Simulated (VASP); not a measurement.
GaSb:

```xyz
2
Lattice="0.0000 2.9739 3.1422 2.9739 0.0000 3.1422 2.9739 2.9739 0.0000" Properties=species:S:1:pos:R:3 pbc="T T T"
Ga    0.0000    0.0000    0.0000
Sb    1.4870    1.4870    1.5711
```

This cell differs from its parent crystal: epitaxial xy strain -3.0%.

Base run:

| Quantity | Value |
| --- | --- |
| Program | VASP 6.6.1 |
| Functional | r2SCAN |
| Potentials or basis | VASP PAW PBE potentials, release 64 (Ga_d, Sb) |
| Cutoff | 520 eV |
| k mesh | 8 × 8 × 8 |
| Occupations | fermi-dirac, width 0.02 eV |
| Spin | no spin polarisation |

Its results: band gap on the k mesh 0.53 eV, direct; pressure 2.2 GPa.

The run is repeated on the same cell with these changes: functional from r2SCAN to PBE. What comes out?

Band gap on the k mesh 0.11 eV, direct; pressure 4.1 GPa.

r2SCAN gives the wider gap, since meta-GGAs in the generalised Kohn-Sham scheme recover part of the derivative discontinuity.

Caveats: spin-orbit coupling is left out, which moves the levels of the heavy elements; the PAW data sets were made with another functional, which shifts forces and pressure a little (some runs).

A k mesh can miss the band edges.
